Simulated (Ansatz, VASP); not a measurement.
# Si3IrRu in VASP and in Ansatz

```xyz
5
Lattice="-1.5500 1.5500 7.2300 1.5500 -1.5500 7.2300 1.5500 1.5500 -7.2300" Properties=species:S:1:pos:R:3 pbc="T T T"
Si    0.0000    0.0000   11.5680
Si    0.0000    0.0000    0.0000
Si    0.0000    0.0000    2.8920
Ru    0.0000    0.0000    8.6760
Ir    0.0000    0.0000    5.7840
```

Alike in both runs: task relaxation of cell and atoms; functional PBE; k mesh 7 × 7 × 7; occupations gaussian, width 0.2 eV; no spin polarisation.

|  | VASP | Ansatz |
| --- | --- | --- |
| version | VASP 6.6.1 | Ansatz 0.2.0 |
| potentials or method | VASP PAW PBE potentials, release 64 (Si, Ru_pv, Ir), cutoff 600 eV | scalar-relativistic, plane waves, PAW |
| valence electrons in the cell | 35 | 45 |

```csv
,VASP,Ansatz,Ansatz less VASP
"gap on the k mesh at the Fermi level, each at its own relaxed structure (eV)",none,none,-
relaxed volume (Å³/atom),13.56,13.56,+0.003
relaxed length of the cell vector where the two differ most in proportion (Å),6.953,6.957,+0.0036
```

A gap of «none» marks a metal or a gap that the smearing closes. VASP's potentials hold 35 valence electrons a cell and Ansatz's 45, so a difference there can come from the potentials and not from the codes.

The k mesh is coarse, so the values compare programs but aren't converged. Spin-orbit coupling is off throughout.
